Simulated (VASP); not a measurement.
Here is a VASP 6.6.1 calculation.

Contents of INCAR:

```
PREC     = Accurate       # precision mode
ENCUT    = 520            # plane-wave cutoff, eV
EDIFF    = 1E-7           # SCF threshold, eV
ISMEAR   = -1             # smearing method
SIGMA    = 0.1            # smearing width, eV
LREAL    = False          # projectors in reciprocal space
LASPH    = True           # aspherical terms in the spheres
NELM     = 100            # most SCF steps
ALGO     = Normal         # electronic algorithm
ISIF     = 2              # what is computed and relaxed
LWAVE    = False          # write WAVECAR
LCHARG   = False          # write CHGCAR
GGA      = B5             # functional
ALDAX    = 1.0          
AGGAX    = 1.0          
AGGAC    = 1.0          
ALDAC    = 0.0          
NBANDS   = 24             # bands
```

File KPOINTS:

```
Automatic mesh
0
Gamma
  8 8 11
```

File POSCAR:

```
Sc
1.0
    5.1587494447      0.0000000000      0.0000000000
   -2.5793747223      4.4676080708      0.0000000000
    0.0000000000      0.0000000000      3.2394512658
Sc
3
Direct
    1.0000000000      1.0000000000      0.0000000000
    0.3333333333      0.6666666667      0.5000000000
    0.6666666667      0.3333333333      0.5000000000
```

Potentials or basis: VASP PAW PBE potentials, release 64 (Sc_sv).

The run is started by

```bash
$ cat potpaw_PBE.64/Sc_sv/POTCAR > POTCAR
$ mpirun -np 1 vasp_std > vasp.out
```

Problem. Estimate the pressure.

Solution. 0.0 GPa.

Caveat: the PAW data sets were made with another functional, which shifts forces and pressure a little.
